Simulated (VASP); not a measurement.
# MnHg (Pm-3m) in VASP: single point with PBE

Aim: the single point of MnHg with PBE.

Everything below comes from runs of VASP 6.6.1. Logs are shortened: lines on timing, memory, paths and dates and some standing lists are left out, and cuts for length are marked.

### 1 The cell of the first run

The structure is cubic, space group Pm-3m (No. 221). Conventional cell: a = 3.315 Å, b = 3.315 Å, c = 3.315 Å, α = 90.00°, β = 90.00°, γ = 90.00°. Within 3.8 Å of Mn (site symmetry m-3m) lie 8 Hg at 2.87 Å and 6 Mn at 3.31 to 3.32 Å. Within 3.8 Å of Hg (site symmetry m-3m) lie 8 Mn at 2.87 Å and 6 Hg at 3.31 Å.

### 2 Single point, PBE, collinear spin, antiferromagnetic start

Contents of INCAR:

```
PREC = Accurate ; ENCUT = 520
EDIFF = 1E-6 ; ISMEAR = -1
SIGMA = 0.05 ; LREAL = F
LASPH = T ; NELM = 150
ALGO = Normal ; ISIF = 2
LWAVE = F ; LCHARG = T
ISPIN = 2 ; MAGMOM = 4 -4 0 0
LORBIT = 11 ; LMAXMIX = 4
GGA = PE ; LELF = T
LVHAR = T ; NBANDS = 37
```

Contents of KPOINTS:

```
regular mesh
0
Gamma
  7 9 7
```

Contents of POSCAR:

```
MnHg
1.0
    0.0000000000      3.3150000000      3.3150000000
    3.3150000000      0.0000000000      0.0000000000
    0.0000000000      3.3150000000     -3.3150000000
Mn Hg
2 2
Direct
    0.5000000000      0.5000000000      0.0000000000
    0.0000000000      0.5000000000      0.5000000000
    0.0000000000      0.0000000000      0.0000000000
    0.5000000000      0.0000000000      0.5000000000
```

Potentials or basis: VASP PAW PBE potentials, release 64 (Mn_pv, Hg).

Run with:

```sh
$ cat potpaw_PBE.64/Mn_pv/POTCAR potpaw_PBE.64/Hg/POTCAR > POTCAR
$ mpirun -np 1 vasp_std > vasp.out
```

OUTCAR:

```text
PREC = Accurate
   ENCUT = 520
   EDIFF = 1E-6
   ISMEAR = -1
   LREAL = F
   LASPH = T
   NELM = 150
   ISIF = 2
   ISPIN = 2
   LORBIT = 11
   GGA = PE

 ion  position               nearest neighbor table
   1  0.500  0.500  0.000-   3 2.87   4 2.87   4 2.87   3 2.87   4 2.87   4 2.87   3 2.87   3 2.87

   2  0.000  0.500  0.500-   3 2.87   4 2.87   3 2.87   3 2.87   4 2.87   3 2.87   4 2.87   4 2.87

   3  0.000  0.000  0.000-   1 2.87   2 2.87   2 2.87   1 2.87   2 2.87   2 2.87   1 2.87   1 2.87
                             4 3.31   4 3.31   4 3.31   4 3.31
   4  0.500  0.000  0.500-   1 2.87   2 2.87   1 2.87   1 2.87   2 2.87   1 2.87   2 2.87   2 2.87
                             3 3.31   3 3.31   3 3.31   3 3.31

  LATTYP: Found a simple tetragonal cell.
 ALAT       =     4.6881179593
 C/A-ratio  =     0.7071067812

  Lattice vectors:

 A1 = (   0.0000000000,  -3.3150000000,  -3.3150000000)
 A2 = (   0.0000000000,   3.3150000000,  -3.3150000000)
 A3 = (   3.3150000000,   0.0000000000,   0.0000000000)

Analysis of symmetry for initial positions (statically):
=====================================================================
 Subroutine PRICEL returns following result:

  LATTYP: Found a simple cubic cell.
 ALAT       =     3.3150000000
[... 12 lines left out ...]
 Subroutine GETGRP returns: Found 16 space group operations
 (whereof 16 operations were pure point group operations)
 out of a pool of 16 trial point group operations.

The static configuration has the point symmetry D_4h.

Analysis of symmetry for dynamics (positions and initial velocities):
=====================================================================
 Subroutine PRICEL returns following result:

  LATTYP: Found a simple cubic cell.
 ALAT       =     3.3150000000
[... 12 lines left out ...]
 Subroutine GETGRP returns: Found 16 space group operations
 (whereof 16 operations were pure point group operations)
 out of a pool of 16 trial point group operations.

The dynamic configuration has the point symmetry D_4h.

Analysis of structural, dynamic, and magnetic symmetry:
=====================================================================
 Subroutine PRICEL returns following result:

  LATTYP: Found a simple cubic cell.
 ALAT       =     3.3150000000
[... 12 lines left out ...]
 Subroutine GETGRP returns: Found 16 space group operations
 (whereof 16 operations were pure point group operations)
 out of a pool of 16 trial point group operations.

The overall configuration has the point symmetry D_4h.

 Subroutine INISYM returns: Found 16 space group operations
 (whereof 16 operations are pure point group operations),
 and found     2 'primitive' translations

----------------------------------------------------------------------------------------

                                     Primitive cell

  volume of cell :      36.4293

  direct lattice vectors                    reciprocal lattice vectors
     0.000000000  0.000000000  3.315000000     0.000000000  0.000000000  0.301659125
     3.315000000  0.000000000  0.000000000     0.301659125  0.000000000  0.000000000
     0.000000000  3.315000000  0.000000000     0.000000000  0.301659125  0.000000000

  length of vectors
     3.315000000  3.315000000  3.315000000     0.301659125  0.301659125  0.301659125

  position of ions in fractional coordinates (direct lattice)
     0.500000000  0.500000000  0.500000000
     0.000000000  0.000000000  0.000000000

  ion indices of the primitive-cell ions
   primitive index   ion index
                 1           1
                 2           3

----------------------------------------------------------------------------------------

 KPOINTS: regular mesh

Automatic generation of k-mesh.
 Grid dimensions read from file:
 generate k-points for:    7    9    7

 Generating k-lattice:

  Cartesian coordinates                     Fractional coordinates (reciprocal lattice)
     0.000000000  0.021547080  0.021547080     0.142857143  0.000000000  0.000000000
     0.033517681  0.000000000  0.000000000     0.000000000  0.111111111  0.000000000
     0.000000000  0.021547080 -0.021547080     0.000000000  0.000000000  0.142857143

  Length of vectors
     0.030472173  0.033517681  0.030472173

  Shift w.r.t. Gamma in fractional coordinates (k-lattice)
     0.000000000  0.000000000  0.000000000

 Subroutine IBZKPT returns following result:
 ===========================================

 Found     50 irreducible k-points:

 Following reciprocal coordinates:
            Coordinates               Weight
  0.000000  0.000000  0.000000      1.000000
  0.142857  0.000000  0.000000      4.000000
  0.285714  0.000000  0.000000      4.000000
  0.428571  0.000000  0.000000      4.000000
  0.000000  0.111111  0.000000      2.000000
  0.142857  0.111111  0.000000      8.000000
[... 16 lines left out ...]
  0.428571  0.000000  0.142857      8.000000
  0.142857  0.111111  0.142857      8.000000
 [... further k-points ...]
   k-points           NKPTS =     50   k-points in BZ     NKDIM =     50   number of bands    NBANDS=     37
   number of dos      NEDOS =    301   number of ions     NIONS =      4
   total plane-waves  NPLWV =  36288
   dimension x,y,z NGX =    36 NGY =   28 NGZ =   36
   dimension x,y,z NGXF=    72 NGYF=   56 NGZF=   72
   ions per type =               2   2
   NGX,Y,Z   is equivalent  to a cutoff of  12.77, 14.04, 12.77 a.u.
   NGXF,Y,Z  is equivalent  to a cutoff of  25.53, 28.08, 25.53 a.u.
 SYSTEM =  unknown system
   PREC   = accura    normal or accurate (medium, high low for compatibility)
   ISTART =      0    job   : 0-new  1-cont  2-samecut
   ICHARG =      2    charge: 1-file 2-atom 10-const
   ISPIN  =      2    spin polarized calculation?
   LNONCOLLINEAR =      F non collinear calculations
   LSORBIT =      F    spin-orbit coupling
   LASPH  =      T    aspherical Exc in radial PAW
   ENCUT  =  520.0 eV  38.22 Ry    6.18 a.u.   8.72  6.16  8.72*2*pi/ulx,y,z
   NELM   =    150;   NELMIN=  2; NELMDL= -5     # of ELM steps
   EDIFF  = 0.1E-05   stopping-criterion for ELM
   LREAL  =      F    real-space projection
   EDIFFG = 0.1E-04   stopping-criterion for IOM
   NSW    =      0    number of steps for IOM
   IBRION =     -1    ionic relax: 0-MD 1-quasi-New 2-CG
   NFREE  =      0    steps in history (QN), initial steepest desc. (CG)
   ISIF   =      2    stress and relaxation
   ISYM   =      2    0-nonsym 1-usesym 2-fastsym
   POTIM  = 0.5000    time-step for ionic-motion
   TEBEG  =    0.0;   TEEND  =   0.0 temperature during run
   PSTRESS=    0.0 pullay stress
   NELECT =      50.0000    total number of electrons
   NUPDOWN=      -1.0000    fix difference up-down
   EMIN   =  10.00;   EMAX   =-10.00  energy-range for DOS
   EFERMI =   0.00;   METHOD = LEGACY
   ISMEAR =    -1;   SIGMA  =   0.05  broadening in eV -4-tet -1-fermi 0-gaus
   EFERMI_NEDOS =   21; number of points for ismear=-14 and -15
   IALGO  =     38    algorithm
   IMIX   =      4    mixing-type and parameters
     AMIX     =   0.40;   BMIX     =  1.00
     AMIX_MAG =   1.60;   BMIX_MAG =  1.00
  volume/ion in A,a.u.               =      18.21       122.92
  Fermi-wavevector in a.u.,A,eV,Ry     =   1.444014  2.728790 28.370534  2.085175
  Thomas-Fermi vector in A             =   2.562356
   LORBIT       =     11    0 simple, 1 ext, 2 COOP (PROOUT), +10 PAW based schemes
   GGA     = PE    functional components
   LHFCALC =     F    Hartree Fock is set to
   AEXX    =    0.0000 exact exchange contribution
   IVDW    =     0    specifies the selected vdW correction
   LEPSILON=     F    determine dielectric tensor
   LRPA    =     F    only Hartree local field effects (RPA)
 spin polarized calculation
  energy-cutoff  :      520.00
  volume of cell :       72.86
 maximum number of plane-waves:      1980
 NGX is ok and might be reduce to    36
   NGX = 17   NGY = 13   NGZ = 17

 number of electron      49.9999957 magnetization       0.0000000

 number of electron      49.9999957 magnetization      -0.0000000

 Free energy of the ion-electron system (eV)
  ---------------------------------------------------
  ext. energy  EPLUGINS =         0.00000000
  ---------------------------------------------------
  free energy    TOTEN  =       -16.88570169 eV

  energy without entropy =      -16.86182075  energy(sigma->0) =      -16.87376122

 E-fermi :   5.4263     XC(G=0): -11.6793

 val. band max:        5.3823613972   @ k =   0.4286   0.3333   0.1429
 cond. band min:       5.4435865218   @ k =   0.2857   0.2222   0.0000
 fundamental gap:      0.0612251247
 Fermi energy:         5.4262714299

 spin component 1

 k-point     1 :       0.0000    0.0000    0.0000
  band No.  band energies     occupation
      1     -44.6819      1.00000
      2     -44.6819      1.00000
      3     -44.5732      1.00000
      4     -40.6130      1.00000
      5     -40.6130      1.00000
      6     -40.5354      1.00000
[... 949 lines left out ...]
     36      15.7860      0.00000
     37      16.2231      0.00000

 [... further k-points ...]

 spin component 2

 k-point     1 :       0.0000    0.0000    0.0000
  band No.  band energies     occupation
      1     -44.6819      1.00000
      2     -44.6819      1.00000
      3     -44.5732      1.00000
      4     -40.6130      1.00000
      5     -40.6130      1.00000
      6     -40.5354      1.00000
[... 949 lines left out ...]
     36      15.7860      0.00000
     37      16.2231      0.00000

 [... further k-points ...]

------------------------ aborting loop because EDIFF is reached ----------------------------------------

  FORCE on cell =-STRESS in cart. coord.  units (eV):
  Direction    XX          YY          ZZ          XY          YZ          ZX
  --------------------------------------------------------------------------------------
  -------------------------------------------------------------------------------------
  Total        0.4983544      0.8658571      0.8658571     -0.0000000      0.0000000      0.0000000
  in kB       10.9589328     19.0404067     19.0404067     -0.0000000      0.0000000      0.0000000
  external PRESSURE =      16.3465821 kB  Pullay stress =       0.0000000 kB

 VOLUME and BASIS-vectors are now :
 -----------------------------------------------------------------------------
  energy-cutoff  :      520.00
  volume of cell :       72.86
      direct lattice vectors                 reciprocal lattice vectors
     0.000000000  3.315000000  3.315000000     0.000000000  0.150829563  0.150829563
     3.315000000  0.000000000  0.000000000     0.301659125  0.000000000  0.000000000
     0.000000000  3.315000000 -3.315000000     0.000000000  0.150829563 -0.150829563

 POSITION                                       TOTAL-FORCE (eV/Angst)
 -----------------------------------------------------------------------------------
      1.65750      1.65750      1.65750         0.000000      0.000000     -0.000000
      1.65750      1.65750     -1.65750        -0.000000     -0.000000      0.000000
      0.00000      0.00000      0.00000         0.000000      0.000000      0.000000
      0.00000      3.31500      0.00000         0.000000     -0.000000     -0.000000
 -----------------------------------------------------------------------------------
    total drift:                                0.000000      0.000000     -0.000000

  FREE ENERGIE OF THE ION-ELECTRON SYSTEM (eV)
  ---------------------------------------------------
  free  energy   TOTEN  =       -16.8857016922 eV

  energy  without entropy=      -16.8618207471  energy(sigma->0) =      -16.87376122

 total charge

# of ion       s       p       d       tot
------------------------------------------
    1        0.250   6.173   4.978  11.401
    2        0.250   6.173   4.978  11.401
    3        0.836   0.505   9.253  10.594
    4        0.836   0.505   9.253  10.594
--------------------------------------------------
tot          2.171  13.356  28.462  43.989

 magnetization (x)

# of ion       s       p       d       tot
------------------------------------------
    1        0.030   0.021   3.791   3.842
    2       -0.030  -0.021  -3.791  -3.842
    3        0.000   0.000   0.000   0.000
    4        0.000   0.000   0.000   0.000
--------------------------------------------------
tot          0.000   0.000   0.000   0.000
```

Wall time 3.2 min (1 thread of Intel Xeon Platinum 8259CL at 2.50GHz (Skylake/Cascade Lake), shared host); peak memory 0.34 GiB.

Results:

- Free energy: -16.8857 eV
- Pressure: 1.6 GPa
- Band gap on the k mesh: zero (filled and empty bands overlap)
- Net moment: 0.00 μB per cell
- Site moments: Mn +3.84, -3.84; Hg +0.00 μB
- Valence electrons inside the program's atomic spheres: Mn 11.40; Hg 10.59

Stress tensor (GPa, compression positive):
```
1.10 0.00 0.00
0.00 1.90 0.00
0.00 0.00 1.90
```

Levels at points of the mesh, in eV from the Fermi level:
Spin up:
```tsv
k point	band 21	band 22	band 23	band 24	band 25	band 26	band 27	band 28	band 29	band 30
(0.00, 0.00, 0.00)	-1.96	-1.96	-1.44	-1.44	-0.81	0.47	1.25	1.51	1.51	2.73
```
Spin down:
```
           k point  band 22  band 23  band 24  band 25  band 26  band 27  band 28  band 29
(0.00, 0.00, 0.00)    -1.96    -1.44    -1.44    -0.81     0.47     1.25     1.51     1.51
```

Caveat: spin-orbit coupling is left out, which moves the levels of the heavy elements.
